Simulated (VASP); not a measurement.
Mg5SiSb2, 8 atoms in the cell. It takes space group P4/mmm (No. 123, tetragonal). The conventional cell has a = 4.741 Å, b = 4.741 Å, c = 7.584 Å, α = 90.00°, β = 90.00°, γ = 90.00°. Mg (site symmetry mmm) has 2 Si at 2.37 Å within 3.1 Å. Within 3.1 Å of Mg (site symmetry 4/mmm) lie 4 Mg at 2.37 Å. Mg (site symmetry mmm) has 2 Mg at 2.37 Å and 4 Sb at 2.91 Å within 3.1 Å. Within 3.1 Å of Si (site symmetry 4/mmm) lie 4 Mg at 2.37 Å. Sb (site symmetry 4mm) has 12 Mg at 2.91 to 3.75 Å and 1 Sb at 3.38 Å within 3.8 Å. 

```yaml
Program: VASP 6.6.1
Task: relaxation of cell and atoms
Functional: PBE
Potentials_or_basis: VASP PAW PBE potentials, release 64 (Mg, Si, Sb)
Cutoff: 600 eV
k_mesh: 4 × 4 × 2
Occupations: gaussian, width 0.1 eV
Spin: no spin polarisation
Dipole_correction: no
Further_INCAR_settings: ALGO = Normal; EDIFF = 1e-07; IBRION = 2; EDIFFG = -0.04; NSW = 90; ISIF = 3
```

Potentials or basis: VASP PAW PBE potentials, release 64 (Mg, Si, Sb).

Command:

```console
$ cat potpaw_PBE.64/Mg/POTCAR potpaw_PBE.64/Si/POTCAR potpaw_PBE.64/Sb/POTCAR > POTCAR
$ mpirun -np 1 vasp_std > vasp.out
```

Hardware: 1 thread of Intel(R) Xeon(R) Platinum 8488C (Sapphire Rapids), on a shared host.

Problem. Estimate the wall time of this run.

Solution. Run time: 5.9 min on 1 thread of Intel(R) Xeon(R) Platinum 8488C (Sapphire Rapids), with other jobs on the host, peak memory 0.35 GiB. Counts: scf iterations 115, k points 12, ion steps 13.
